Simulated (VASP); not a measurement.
Set up this calculation in VASP 6.6.1, as the native input.

| Property | Result |
| --- | --- |
| Task | density of states |
| Functional | PBE |
| Potentials or basis | VASP PAW PBE potentials, release 64 (Te, S) |
| Cutoff | 520 eV |
| k mesh | 11 × 11 × 6 |
| Occupations | fermi-dirac, width 0.08 eV |
| Spin | no spin polarisation |
| Dipole correction | no |
| k mesh for the DOS | 17 × 17 × 9 |
| Occupations for the DOS | tetrahedron |
| Further INCAR settings | ALGO = Normal; EDIFF = 1e-07; NBANDS = 16 |

The system is TeS2 (CdI2 type).

```xyz
3
Lattice="3.8345 0.0000 0.0000 -1.9172 3.3208 0.0000 0.0000 0.0000 6.7531" Properties=species:S:1:pos:R:3 pbc="T T T"
Te    0.0000    0.0000    0.0000
S     0.0000    2.2138    1.5432
S     1.9172    1.1069    5.2099
```

The input as run:

POSCAR

```
TeS2
1.0
    3.8344860052      0.0000000000      0.0000000000
   -1.9172430026      3.3207622910      0.0000000000
    0.0000000000      0.0000000000      6.7530907526
Te S
1 2
Direct
    0.0000000000      0.0000000000      0.0000000000
    0.3333333333      0.6666666667      0.2285103528
    0.6666666667      0.3333333333      0.7714896472
```

INCAR.step1

```
SYSTEM = TeS2
ALGO = Normal ; EDIFF = 1E-7
ENCUT = 520 ; GGA = PE
ISIF = 2 ; ISMEAR = -1
LASPH = .TRUE. ; LCHARG = .TRUE.
LREAL = .FALSE. ; LWAVE = .FALSE.
NBANDS = 16 ; NELM = 100
PREC = Accurate ; SIGMA = 0.08
```

KPOINTS.step1

```
k-points
0
G
  11 11 6
  0 0 0
```

INCAR.step2

```
SYSTEM = TeS2
ALGO = Normal ; EDIFF = 1E-7
ENCUT = 520 ; GGA = PE
ICHARG = 11 ; ISIF = 2
ISMEAR = -5 ; LASPH = .TRUE.
LCHARG = .FALSE. ; LORBIT = 11
LREAL = .FALSE. ; LWAVE = .FALSE.
NBANDS = 16 ; NEDOS = 1001
NELM = 100 ; PREC = Accurate
SIGMA = 0.08
```

KPOINTS.step2

```
k-points
0
G
  17 17 9
  0 0 0
```

Potentials or basis: VASP PAW PBE potentials, release 64 (Te, S).

Launch:

```bash
$ cat potpaw_PBE.64/Te/POTCAR potpaw_PBE.64/S/POTCAR > POTCAR
$ cp INCAR.step1 INCAR
$ cp KPOINTS.step1 KPOINTS
$ mpirun -np 1 vasp_std > vasp.out
$ cp INCAR.step2 INCAR
$ cp KPOINTS.step2 KPOINTS
$ mpirun -np 1 vasp_std > vasp.out
```

Results of the run:

| Quantity | Value |
| --- | --- |
| Valence electrons inside the program's atomic spheres | Te 3.12; S 3.63 |

Caveat: spin-orbit coupling is left out, which moves the levels of the heavy elements.

Run time: 2.5 min on 1 thread of Intel(R) Xeon(R) 6975P-C (Granite Rapids), on a shared host, peak memory 0.44 GiB.
